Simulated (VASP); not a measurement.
# BaZrO3 (Pm-3m) in VASP: further runs

BaZrO3 is run at these levels: PBE, PBEsol; tasks: dielectric tensor, vibrations by perturbation theory.

Program: VASP 6.6.1. These are calculated values, not measurements. Logs are shortened: lines on timing, memory, paths and dates and some standing lists are left out, and cuts for length are marked.

**1. The cell of the first run**

Symmetry: Pm-3m, No. 221, cubic system. Conventional cell: a = 4.205 Å, b = 4.205 Å, c = 4.205 Å, α = 90.00°, β = 90.00°, γ = 90.00°. Ba (site symmetry m-3m) has 12 O at 2.97 Å and 8 Zr at 3.64 Å within 3.9 Å. Within 2.8 Å of Zr (site symmetry m-3m) lie 6 O at 2.10 Å. O (site symmetry 4/mmm) has 2 Zr at 2.10 Å within 2.8 Å.

**2. Dielectric tensor, PBE**

INCAR reads:

```
ALGO = Normal ; EDIFF = 1E-8
ENCUT = 520 ; GGA = PE
ISIF = 2 ; ISMEAR = 0
LASPH = True ; LCHARG = False
LEPSILON = True ; LREAL = False
LWAVE = False ; NELM = 80
PREC = Accurate ; SIGMA = 0.01
```

KPOINTS reads:

```
k-points
0
Gamma
  6 6 6
```

POSCAR reads:

```
BaZrO3
1.0
    4.2053551806      0.0000000000      0.0000000000
    0.0000000000      4.2053551806      0.0000000000
    0.0000000000      0.0000000000      4.2053551806
Ba Zr O
1 1 3
Direct
    0.0000000000      0.0000000000      0.0000000000
    0.5000000000      0.5000000000      0.5000000000
    0.5000000000      0.5000000000      0.0000000000
    0.5000000000      0.0000000000      0.5000000000
    0.0000000000      0.5000000000      0.5000000000
```

Potentials or basis: VASP PAW PBE potentials, release 64 (Ba_sv, Zr_sv, O).

On the command line:

```console
cat potpaw_PBE.64/Ba_sv/POTCAR potpaw_PBE.64/Zr_sv/POTCAR potpaw_PBE.64/O/POTCAR > POTCAR
mpirun -np 1 vasp_std > vasp.out
```

OUTCAR:

```text
EDIFF = 1E-8
   ENCUT = 520
   GGA = PE
   ISIF = 2
   ISMEAR = 0
   LASPH = True
   LEPSILON = True
   LREAL = False
   NELM = 80
   PREC = Accurate

 ion  position               nearest neighbor table
   1  0.000  0.000  0.000-   3 2.97   4 2.97   5 2.97   4 2.97   5 2.97   3 2.97   5 2.97   5 2.97
                             3 2.97   4 2.97   4 2.97   3 2.97   2 3.64   2 3.64   2 3.64   2 3.64
   2  0.500  0.500  0.500-   3 2.10   4 2.10   5 2.10   3 2.10   4 2.10   5 2.10   1 3.64   1 3.64
                             1 3.64   1 3.64   1 3.64   1 3.64   1 3.64   1 3.64
   3  0.500  0.500  0.000-   2 2.10   2 2.10   1 2.97   1 2.97   1 2.97   1 2.97
   4  0.500  0.000  0.500-   2 2.10   2 2.10   1 2.97   1 2.97   1 2.97   1 2.97
   5  0.000  0.500  0.500-   2 2.10   2 2.10   1 2.97   1 2.97   1 2.97   1 2.97

  LATTYP: Found a simple cubic cell.
 ALAT       =     4.2053551806

  Lattice vectors:

 A1 = (   4.2053551806,   0.0000000000,   0.0000000000)
 A2 = (   0.0000000000,   4.2053551806,   0.0000000000)
 A3 = (   0.0000000000,   0.0000000000,   4.2053551806)

Analysis of symmetry for initial positions (statically):
=====================================================================
 Subroutine PRICEL returns:
 Original cell was already a primitive cell.

 Routine SETGRP: Setting up the symmetry group for a
 simple cubic supercell.

 Subroutine GETGRP returns: Found 48 space group operations
 (whereof 48 operations were pure point group operations)
 out of a pool of 48 trial point group operations.

The static configuration has the point symmetry O_h .

Analysis of symmetry for dynamics (positions and initial velocities):
=====================================================================
 Subroutine PRICEL returns:
 Original cell was already a primitive cell.

 Routine SETGRP: Setting up the symmetry group for a
 simple cubic supercell.

 Subroutine GETGRP returns: Found 48 space group operations
 (whereof 48 operations were pure point group operations)
 out of a pool of 48 trial point group operations.

The dynamic configuration has the point symmetry O_h .

 Subroutine INISYM returns: Found 48 space group operations
 (whereof 48 operations are pure point group operations),
 and found     1 'primitive' translations

----------------------------------------------------------------------------------------

                                     Primitive cell

  volume of cell :      74.3718

  direct lattice vectors                    reciprocal lattice vectors
     4.205355181  0.000000000  0.000000000     0.237792043  0.000000000  0.000000000
     0.000000000  4.205355181  0.000000000     0.000000000  0.237792043  0.000000000
     0.000000000  0.000000000  4.205355181     0.000000000  0.000000000  0.237792043

  length of vectors
     4.205355181  4.205355181  4.205355181     0.237792043  0.237792043  0.237792043

  position of ions in fractional coordinates (direct lattice)
     0.000000000  0.000000000  0.000000000
     0.500000000  0.500000000  0.500000000
     0.500000000  0.500000000  0.000000000
     0.500000000  0.000000000  0.500000000
     0.000000000  0.500000000  0.500000000

  ion indices of the primitive-cell ions
   primitive index   ion index
                 1           1
                 2           2
                 3           3
                 4           4
                 5           5

----------------------------------------------------------------------------------------

 KPOINTS: k-points

Automatic generation of k-mesh.
 Grid dimensions read from file:
 generate k-points for:    6    6    6

 Generating k-lattice:

  Cartesian coordinates                     Fractional coordinates (reciprocal lattice)
     0.039632007  0.000000000  0.000000000     0.166666667  0.000000000  0.000000000
     0.000000000  0.039632007  0.000000000     0.000000000  0.166666667  0.000000000
[... 90 lines left out ...]
   NGX = 15   NGY = 15   NGZ = 15

--------------------------------------- Ionic step        1  -------------------------------------------

 number of electron      39.9999994 magnetization

 E-fermi :   3.7628     XC(G=0): -10.7207

 val. band max:        3.7178626579   @ k =   0.5000   0.5000   0.5000
 cond. band min:       6.8853549757   @ k =   0.0000   0.0000   0.0000
 fundamental gap:      3.1674923178
 Fermi energy:         3.7628160669

 k-point     1 :       0.0000    0.0000    0.0000
  band No.  band energies     occupation
      1     -43.3635      2.00000
      2     -21.6284      2.00000
      3     -21.5111      2.00000
      4     -21.5111      2.00000
      5     -21.5111      2.00000
      6     -12.6366      2.00000
[... 529 lines left out ...]
     23       9.6592      0.00000
     24      10.6316      0.00000

  FORCE on cell =-STRESS in cart. coord.  units (eV):
  Direction    XX          YY          ZZ          XY          YZ          ZX
  --------------------------------------------------------------------------------------
  -------------------------------------------------------------------------------------
  Total        1.5848288      1.5848288      1.5848288      0.0000000      0.0000000     -0.0000000
  in kB       34.1416796     34.1416796     34.1416796      0.0000000      0.0000000     -0.0000000
  external PRESSURE =      34.1416796 kB  Pullay stress =       0.0000000 kB

 VOLUME and BASIS-vectors are now :
 -----------------------------------------------------------------------------
  energy-cutoff  :      520.00
  volume of cell :       74.37
      direct lattice vectors                 reciprocal lattice vectors
     4.205355181  0.000000000  0.000000000     0.237792043  0.000000000  0.000000000
     0.000000000  4.205355181  0.000000000     0.000000000  0.237792043  0.000000000
     0.000000000  0.000000000  4.205355181     0.000000000  0.000000000  0.237792043

 POSITION                                       TOTAL-FORCE (eV/Angst)
 -----------------------------------------------------------------------------------
      0.00000      0.00000      0.00000         0.000000      0.000000      0.000000
      2.10268      2.10268      2.10268         0.000000      0.000000      0.000000
      2.10268      2.10268      0.00000         0.000000      0.000000      0.000000
      2.10268      0.00000      2.10268         0.000000      0.000000      0.000000
      0.00000      2.10268      2.10268         0.000000      0.000000      0.000000
 -----------------------------------------------------------------------------------
    total drift:                                0.000000     -0.000000     -0.000000

  FREE ENERGIE OF THE ION-ELECTRON SYSTEM (eV)
  ---------------------------------------------------
  free  energy   TOTEN  =       -41.7066264075 eV

  energy  without entropy=      -41.7066264075  energy(sigma->0) =      -41.70662641

 HEAD OF MICROSCOPIC STATIC DIELECTRIC TENSOR (INDEPENDENT PARTICLE, excluding Hartree and local field effects)
 ------------------------------------------------------
           5.001211     0.000000     0.000000
           0.000000     5.001211     0.000000
          -0.000000    -0.000000     5.001211
 ------------------------------------------------------

 Free energy of the ion-electron system (eV)
  ---------------------------------------------------
  ---------------------------------------------------
  free energy    TOTEN  =        -0.85897402 eV

  energy without entropy =       -0.85897402

------------------------ aborting loop because EDIFF is reached ----------------------------------------

--------------------------------------- Ionic step        2  -------------------------------------------

------------------------ aborting loop because EDIFF is reached ----------------------------------------

--------------------------------------- Ionic step        3  -------------------------------------------

 Free energy of the ion-electron system (eV)
  ---------------------------------------------------
  ---------------------------------------------------
  free energy    TOTEN  =        -0.85897184 eV

  energy without entropy =       -0.85897184

------------------------ aborting loop because EDIFF is reached ----------------------------------------

 PIEZOELECTRIC TENSOR FIELD DIRECTION 3  (e Angst)
 -----------------------------------------------------------------------------
     0.00489  0.00000  0.00000           ( -0.00005  0.00000  0.00000)
     0.00000  0.00489 -0.00000           (  0.00000 -0.00005 -0.00000)
     0.00000 -0.00000 -0.01005           (  0.00000 -0.00000  0.00007)

 PIEZOELECTRIC TENSOR FIELD DIRECTION 3  (C/m^2)
 -----------------------------------------------------------------------------
     0.00105  0.00000  0.00000
     0.00000  0.00105 -0.00000
     0.00000 -0.00000 -0.00216

 MACROSCOPIC STATIC DIELECTRIC TENSOR (including local field effects in DFT)
 ------------------------------------------------------
           4.879975     0.000000    -0.000000
           0.000000     4.879975    -0.000000
           0.000000     0.000000     4.879975
 ------------------------------------------------------

 PIEZOELECTRIC TENSOR (including local field effects)  for field in x, y, z        (e  Angst)
          XX          YY          ZZ          XY          YZ          ZX
  --------------------------------------------------------------------------------
  x     0.00000     0.00000     0.00000     0.00000     0.00000     0.00000
  y     0.00000     0.00000     0.00000     0.00000     0.00000     0.00000
  z     0.00000     0.00000     0.00000     0.00000     0.00000     0.00000

 PIEZOELECTRIC TENSOR (including local field effects)  for field in x, y, z        (C/m^2)
          XX          YY          ZZ          XY          YZ          ZX
  --------------------------------------------------------------------------------
  x     0.00000     0.00000     0.00000     0.00000     0.00000     0.00000
  y     0.00000     0.00000     0.00000     0.00000     0.00000     0.00000
  z     0.00000     0.00000     0.00000     0.00000     0.00000     0.00000

 BORN EFFECTIVE CHARGES (including local field effects) (in |e|, cummulative output)
 ---------------------------------------------------------------------------------
 ion    1
    1     2.73680    -0.00000     0.00000
    2     0.00000     2.73680     0.00000
    3    -0.00000     0.00000     2.73680
 ion    2
    1     6.13137     0.00000    -0.00000
    2     0.00000     6.13137    -0.00000
    3     0.00000     0.00000     6.13137
 ion    3
    1    -2.00470    -0.00000    -0.00000
    2    -0.00000    -2.00470     0.00000
    3     0.00000     0.00000    -4.85876
 ion    4
    1    -2.00470     0.00000    -0.00000
    2     0.00000    -4.85876     0.00000
    3    -0.00000     0.00000    -2.00470
 ion    5
    1    -4.85876     0.00000     0.00000
    2     0.00000    -2.00470    -0.00000
    3    -0.00000    -0.00000    -2.00470
```

It took 5.5 min on 1 thread of Intel Xeon 6975P-C (Granite Rapids), shared host; peak memory 0.34 GiB.

What came out:

| Quantity | Value |
| --- | --- |
| Band gap on the k mesh | 3.17 eV, indirect (least direct gap 3.40 eV) |
| Electronic dielectric tensor (diagonal) | 4.88 |
| Born charges (mean of the diagonal) | Ba +2.74; Zr +6.13; O -2.96 e |

Electronic dielectric tensor:
```
4.88 0.00 0.00
0.00 4.88 0.00
0.00 0.00 4.88
```

Born effective charge tensors (e):
atom 1, Ba
```
2.74 0.00 0.00
0.00 2.74 0.00
0.00 0.00 2.74
```
atom 2, Zr
```
6.13 0.00 0.00
0.00 6.13 0.00
0.00 0.00 6.13
```
atom 3, O
```
-2.00  0.00  0.00
 0.00 -2.00  0.00
 0.00  0.00 -4.86
```
atom 4, O
```
-2.00  0.00  0.00
 0.00 -4.86  0.00
 0.00  0.00 -2.00
```
atom 5, O
```
-4.86  0.00  0.00
 0.00 -2.00  0.00
 0.00  0.00 -2.00
```

Caveat: spin-orbit coupling is left out, which moves the levels of the heavy elements. A k mesh can miss the band edges.

**3. Vibrations by perturbation theory, PBEsol**

This run uses another cell than the first one, of 14.61 Å³/atom, 0.982 times its volume.

INCAR reads:

```
ALGO = Normal
EDIFF = 1E-8
ENCUT = 520
GGA = PS
IBRION = 8
ISIF = 2
ISMEAR = 0
LASPH = True
LCHARG = False
LEPSILON = True
LREAL = False
LWAVE = False
NBANDS = 28
NELM = 100
NSW = 1
PREC = Accurate
SIGMA = 0.01
```

KPOINTS is that of step 2.

Edit POSCAR of step 2 so:

```diff
@@ -2,5 +2,5 @@
 1.0
-    4.2053551806      0.0000000000      0.0000000000
-    0.0000000000      4.2053551806      0.0000000000
-    0.0000000000      0.0000000000      4.2053551806
+    4.1806653098      0.0000000000      0.0000000000
+    0.0000000000      4.1806653098      0.0000000000
+    0.0000000000      0.0000000000      4.1806653098
 Ba Zr O
```

Potentials or basis: VASP PAW PBE potentials, release 64 (Ba_sv, Zr_sv, O).

On the command line:

```console
cat potpaw_PBE.64/Ba_sv/POTCAR potpaw_PBE.64/Zr_sv/POTCAR potpaw_PBE.64/O/POTCAR > POTCAR
mpirun -np 1 vasp_std > vasp.out
```

OUTCAR:

```text
EDIFF = 1E-8
   ENCUT = 520
   GGA = PS
   IBRION = 8
   ISIF = 2
   ISMEAR = 0
   LASPH = True
   LEPSILON = True
   LREAL = False
   NELM = 100
   NSW = 1
   PREC = Accurate

 ion  position               nearest neighbor table
   1  0.000  0.000  0.000-   3 2.96   4 2.96   5 2.96   4 2.96   5 2.96   3 2.96   5 2.96   5 2.96
                             3 2.96   4 2.96   4 2.96   3 2.96   2 3.62   2 3.62   2 3.62   2 3.62
   2  0.500  0.500  0.500-   3 2.09   4 2.09   5 2.09   3 2.09   4 2.09   5 2.09   1 3.62   1 3.62
                             1 3.62   1 3.62   1 3.62   1 3.62   1 3.62   1 3.62
   3  0.500  0.500  0.000-   2 2.09   2 2.09   1 2.96   1 2.96   1 2.96   1 2.96
[... 1093 lines left out ...]
      2.090333  0.000000  2.090333     0.050178    0.014384    0.235572
      0.000000  2.090333  2.090333     0.050086    0.014411    0.235572

--------------------------------------------------------------------------------------------------------

 MACROSCOPIC STATIC DIELECTRIC TENSOR IONIC CONTRIBUTION
 ------------------------------------------------------
          51.260546     0.000000    -0.000000
           0.000000    51.260546    -0.000000
          -0.000000    -0.000000    51.260546
 ------------------------------------------------------

 ELASTIC MODULI CONTR FROM IONIC RELAXATION (kBar)
 Direction    XX          YY          ZZ          XY          YZ          ZX
 --------------------------------------------------------------------------------
 XX           0.0000      0.0000      0.0000      0.0000      0.0000      0.0000
 YY           0.0000      0.0000      0.0000      0.0000      0.0000      0.0000
 ZZ           0.0000      0.0000      0.0000      0.0000      0.0000      0.0000
 XY           0.0000      0.0000      0.0000      0.0000      0.0000      0.0000
 YZ           0.0000      0.0000      0.0000      0.0000      0.0000      0.0000
 ZX           0.0000      0.0000      0.0000      0.0000      0.0000      0.0000
 --------------------------------------------------------------------------------

 PIEZOELECTRIC TENSOR IONIC CONTR  for field in x, y, z        (C/m^2)
          XX          YY          ZZ          XY          YZ          ZX
  --------------------------------------------------------------------------------
  x     0.00000     0.00000     0.00000     0.00000     0.00000     0.00000
  y     0.00000     0.00000     0.00000     0.00000     0.00000     0.00000
  z     0.00000     0.00000     0.00000     0.00000     0.00000     0.00000
```

stdout:

```text
POSCAR found type information on POSCAR BaZrO
 POSCAR found :  3 types and       5 ions
 scaLAPACK will be used
 -----------------------------------------------------------------------------
|                                                                             |
|                                                                             |
|     You enforced a specific xc type in the INCAR file but a different       |
[... 47 lines left out ...]
 force on displaced ion       3 direction 1 :  -2.513   0.000   0.000
 Born effective charge ion    3 direction 1 :  -2.014   0.000   0.000
 Linear response progress:
 first order change of Fermi-energy  -0.11779E-03
 force on displaced ion       3 direction 3 :   0.000   0.000 -13.002
 Born effective charge ion    3 direction 3 :   0.000   0.000  -4.843
 Born effective charges drift removed
 Linear response finished
```

Run time: 29 min. Hardware: 1 thread of Oxide Virtual Turin-like, shared host; peak memory 0.48 GiB.

What came out:

| Item | Value |
| --- | --- |
| Electronic dielectric tensor (diagonal) | 4.95 |
| Born charges (mean of the diagonal) | Ba +2.74; Zr +6.12; O -2.95 e |
| Highest phonon frequency at Γ, LO-TO splitting left out | 508 cm⁻¹ |

Phonon frequencies in cm⁻¹ (negative: imaginary):
```tsv
q point	frequencies
(0.000, 0.000, 0.000)	0 0 0 105 105 105 183 183 183 193 193 193 508 508 508
```

Electronic dielectric tensor:
```
4.95 0.00 0.00
0.00 4.95 0.00
0.00 0.00 4.95
```

Born effective charge tensors (e):
atom 1, Ba
```
2.74 0.00 0.00
0.00 2.74 0.00
0.00 0.00 2.74
```
atom 2, Zr
```
6.12 0.00 0.00
0.00 6.12 0.00
0.00 0.00 6.12
```
atom 3, O
```
-2.01  0.00  0.00
 0.00 -2.01  0.00
 0.00  0.00 -4.84
```
atom 4, O
```
-2.01  0.00  0.00
 0.00 -4.84  0.00
 0.00  0.00 -2.01
```
atom 5, O
```
-4.84  0.00  0.00
 0.00 -2.01  0.00
 0.00  0.00 -2.01
```

Caveat: the cell wasn't relaxed at this level first, which shifts response properties; the PAW data sets were made with another functional, which shifts forces and pressure a little; spin-orbit coupling is left out, which moves the levels of the heavy elements.
